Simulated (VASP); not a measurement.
## C: single point with PBEsol

The system is C.

```
C
1.0
     1.22945    0.70983    3.60350
    -1.22945    0.70983    3.60350
     0.00000   -1.41965    3.60350
C
2
Direct
  0.83336 0.83336 0.83336
  0.16664 0.16664 0.16664
```

- Program: VASP 6.6.1
- Task: single point
- Functional: PBEsol
- Potentials or basis: VASP PAW PBE potentials, release 64 (C)
- Cutoff: 520 eV
- k mesh: 18 × 18 × 18
- Occupations: fermi-dirac, width 0.05 eV
- Spin: no spin polarisation
- Dipole correction: no
- Further INCAR settings: ALGO = Normal; EDIFF = 1e-07; NBANDS = 11

```json
{
 "Pressure": "0.6 GPa",
 "Band gap on the k mesh": "0.43 eV, direct"
}
```

Stress tensor (GPa, compression positive):
```
 0.97  0.00  0.00
 0.00  0.97  0.00
 0.00  0.00 -0.04
```

Levels at points of the mesh, in eV from the valence-band top:
```tsv
k point	band 1	band 2	band 3	band 4	band 5	band 6	band 7	band 8	band 9
(0.00, 0.00, 0.00)	-19.41	-6.76	-2.77	-2.77	3.76	8.59	8.59	11.72	13.09
(0.50, 0.00, 0.00)	-14.04	-13.08	-6.18	-1.92	2.12	7.78	11.59	12.02	17.91
(0.50, 0.50, 0.00)	-13.97	-13.04	-6.21	-2.40	1.59	7.54	12.84	14.19	18.89
(0.50, 0.50, 0.50)	-19.23	-8.14	-2.77	-2.77	8.56	8.56	9.00	11.84	12.97
```

Run time: 97 s on 1 thread of Intel(R) Xeon(R) 6975P-C (Granite Rapids) (shared host), peak memory 0.23 GiB.

Caveat: the PAW data sets were made with another functional, which shifts forces and pressure a little. A k mesh can miss the band edges.
